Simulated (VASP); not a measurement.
A run of VASP 6.6.1 is set up as follows.

The input INCAR:

```
SYSTEM = GdZr
PREC = Accurate
ENCUT = 520
EDIFF = 1E-7
ISMEAR = -1
SIGMA = 0.05
LREAL = .False.
LASPH = .True.
NELM = 150
ALGO = Normal
ISIF = 2
LWAVE = .False.
LCHARG = .False.
ISPIN = 2
MAGMOM = 7 0
LORBIT = 11
LMAXMIX = 6
GGA = PS
NBANDS = 26
```

File KPOINTS:

```
Automatic mesh
0
Gamma
  11 11 6
  0 0 0
```

POSCAR

```
GdZr
1.0
    3.3246246678      0.0000000000      0.0000000000
   -1.6623123339      2.8792094203      0.0000000000
    0.0000000000      0.0000000000      5.3349963960
Gd Zr
1 1
Direct
    0.6666666667      0.3333333333      0.5000000000
    0.3333333333      0.6666666667      0.0000000000
```

Potentials or basis: VASP PAW PBE potentials, release 64 (Gd, Zr_sv).

Launch:

```bash
$ cat potpaw_PBE.64/Gd/POTCAR potpaw_PBE.64/Zr_sv/POTCAR > POTCAR
$ mpirun -np 1 vasp_std > vasp.out
```

Problem. Predict the site moments.

Solution. Gd +6.93; Zr -0.03 μB.

Problem. Estimate the pressure.

Solution. 0.5 GPa.

Stress tensor (GPa, compression positive):
```
0.50 0.00 0.00
0.00 0.50 0.00
0.00 0.00 0.42
```

Caveat: the PAW data sets were made with another functional, which shifts forces and pressure a little. The state reached can hang on the start; a lower one may exist.
